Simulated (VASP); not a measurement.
**Ge: single point with PBEsol**

Crystal: Ge.

```
CELL_PARAMETERS angstrom
2.79430 0.00000 0.00000
0.00000 5.20103 0.00000
0.00000 0.00000 2.69823
ATOMIC_POSITIONS crystal
Ge 0.50000 0.00000 0.00000
Ge 0.00000 0.50000 0.00000
```

```json
{"Program": "VASP 6.6.1", "Task": "single point", "Functional": "PBEsol", "Potentials or basis": "VASP PAW PBE potentials, release 64 (Ge_d)", "Cutoff": "520 eV", "k mesh": "9 × 5 × 10", "Occupations": "gaussian, width 0.01 eV", "Spin": "collinear spin", "Starting moments": "[-0.58, 0.18] μB", "Dipole correction": "no", "Further INCAR settings": "ALGO = Normal; EDIFF = 1e-06; NBANDS = 25"}
```

```yaml
Pressure: -4.3 GPa
Band_gap_on_the_k_mesh: zero (filled and empty bands overlap)
Net_moment: 0.00 μB per cell
Valence_electrons_inside_the_program's_atomic_spheres: Ge 12.21
```

Stress tensor (GPa, compression positive):
```
-4.34  0.00  0.00
 0.00 -5.34  0.00
 0.00  0.00 -3.22
```

Levels at points of the mesh, in eV from the Fermi level:
Spin up:
```tsv
k point	band 12	band 13	band 14	band 15	band 16	band 17
(0.00, 0.00, 0.00)	-8.63	-5.48	5.25	6.69	7.17	8.67
(0.00, 0.00, 0.50)	-5.65	-4.58	-2.36	-2.20	3.27	8.12
```
Spin down:
```
           k point  band 12  band 13  band 14  band 15  band 16  band 17
(0.00, 0.00, 0.00)    -8.63    -5.48     5.24     6.69     7.17     8.67
(0.00, 0.00, 0.50)    -5.65    -4.58    -2.36    -2.20     3.27     8.12
```

Wall time 82 s on 1 thread of Intel(R) Xeon(R) Platinum 8259CL CPU @ 2.50GHz (Skylake/Cascade Lake), with other jobs on the host, peak memory 0.24 GiB.

Caveat: the cell stands under tension; the PAW data sets were made with another functional, which shifts forces and pressure a little.
